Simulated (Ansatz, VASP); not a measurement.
TaC in VASP and in Ansatz

```
CELL_PARAMETERS angstrom
0.00000 2.22300 2.22300
2.22300 0.00000 2.22300
2.22300 2.22300 0.00000
ATOMIC_POSITIONS crystal
Ta 0.00000 0.00000 0.00000
C 0.50000 0.50000 0.50000
```

Alike in both runs: task single point; functional PBE; k mesh 12 × 12 × 12; occupations methfessel-paxton of order 1, width 0.5 eV; no spin polarisation.

|  | VASP | Ansatz |
| --- | --- | --- |
| version | VASP 6.6.1 | Ansatz 0.2.0 |
| potentials or method | VASP PAW PBE potentials, release 64 (Ta_pv, C) | plane waves, PAW |
| plane-wave cutoff (eV) | 600 | 420 |
| valence electrons in the cell | 15 | 17 |

|  | VASP | Ansatz | Ansatz less VASP |
| --- | --- | --- | --- |
| pressure (GPa) | 7.3 | 6.7 | -0.62 |

The functional is the same, so the differences come from potentials, cutoffs and numerics. VASP's potentials hold 15 valence electrons a cell and Ansatz's 17, so a difference there can come from the potentials and not from the codes.

Spin-orbit coupling is off throughout.
